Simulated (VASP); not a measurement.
Runs of VASP 6.6.1 on Sn. Symmetry: P6/mmm, No. 191, hexagonal system. Conventional cell: a = 3.268 Å, b = 3.268 Å, c = 3.073 Å, α = 90.00°, β = 90.00°, γ = 120.00°. Sn (site symmetry 6/mmm) has 8 Sn at 3.07 to 3.27 Å within 4.0 Å. The cell was built from a structure type or drawn by symmetry, and may not be a known phase.

| task | level | cell | k mesh | cutoff (eV) | gap on the mesh (eV) | pressure (GPa) |
| --- | --- | --- | --- | --- | --- | --- |
| relaxation of cell and atoms | PBE | relaxed | 18 × 18 × 18 | 600 | none | 0.0 |
| single point | PBEsol | as given | 18 × 18 × 18 | 520 | none | (a) |
| single point | PBE | as given | 6 × 6 × 6 | 520 | none | 0.1 |
| single point | r2SCAN | as given | 18 × 18 × 18 | 520 | none | -1.6 |
| single point | PBE | as given | 18 × 18 × 18 | 520 | none | -0.1 |

Alike in all rows: potentials or basis VASP PAW PBE potentials, release 64 (Sn_d); no spin polarisation; smearing gaussian 0.1 eV.

Problem. Estimate the missing entries.

Solution. (a) -2.8.

Caveats: some runs use coarse meshes; spin-orbit coupling is left out, which moves the levels of the heavy elements; the PAW data sets were made with another functional, which shifts forces and pressure a little (at least some runs); the relaxation stopped at its first step, so nothing moved (at least some runs).

A k mesh can miss the band edges, and the runs leave out spin-orbit coupling on Sn.

A gap of «none» marks levels without a gap at the run's occupations.
